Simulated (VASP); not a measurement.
A run of VASP 6.6.1:

Contents of POSCAR:

```
TaN
1.0
    0.0000000000      2.1877951177      2.1877951177
    2.1877951177      0.0000000000      2.1877951177
    2.1877951177      2.1877951177      0.0000000000
Ta N
1 1
Direct
    0.0000000000      0.0000000000      0.0000000000
    0.5000000000      0.5000000000      0.5000000000
```

INCAR.step1

```
PREC = Accurate ; ENCUT = 520
EDIFF = 1E-6 ; ISMEAR = -1
SIGMA = 0.08 ; LREAL = False
LASPH = True ; NELM = 120
ALGO = Normal ; ISIF = 2
LWAVE = False ; LCHARG = True
LMAXMIX = 4 ; GGA = PS
NBANDS = 16 ; GGA_COMPAT = False
NEDOS = 2001 ; LORBIT = 11
```

KPOINTS.step1

```
Automatic mesh
0
Gamma
  15 15 15
```

File INCAR.step2:

```
PREC = Accurate ; ENCUT = 520
EDIFF = 1E-6 ; ISMEAR = -5
SIGMA = 0.08 ; LREAL = False
LASPH = True ; NELM = 120
ALGO = Normal ; ISIF = 2
LWAVE = False ; LCHARG = False
LMAXMIX = 4 ; GGA = PS
LORBIT = 11 ; NBANDS = 16
NEDOS = 1001 ; ICHARG = 11
GGA_COMPAT = False
```

Contents of KPOINTS.step2:

```
Automatic mesh
0
Gamma
  23 23 23
```

Potentials or basis: VASP PAW PBE potentials, release 64 (Ta_sv_GW, N).

Command:

```sh
$ cat potpaw_PBE.64/Ta_sv_GW/POTCAR potpaw_PBE.64/N/POTCAR > POTCAR
$ cp INCAR.step1 INCAR
$ cp KPOINTS.step1 KPOINTS
$ mpirun -np 1 vasp_std > vasp.out
$ cp INCAR.step2 INCAR
$ cp KPOINTS.step2 KPOINTS
$ mpirun -np 1 vasp_std > vasp.out
```

Hardware: 1 thread of Intel(R) Xeon(R) Platinum 8259CL CPU @ 2.50GHz (Skylake/Cascade Lake) (shared host).

Question: How long does it take, and how much memory?

Answer: Wall time 71 s on 1 thread of Intel(R) Xeon(R) Platinum 8259CL CPU @ 2.50GHz (Skylake/Cascade Lake), with other jobs on the host, peak memory 0.25 GiB. Counts: k points 364.
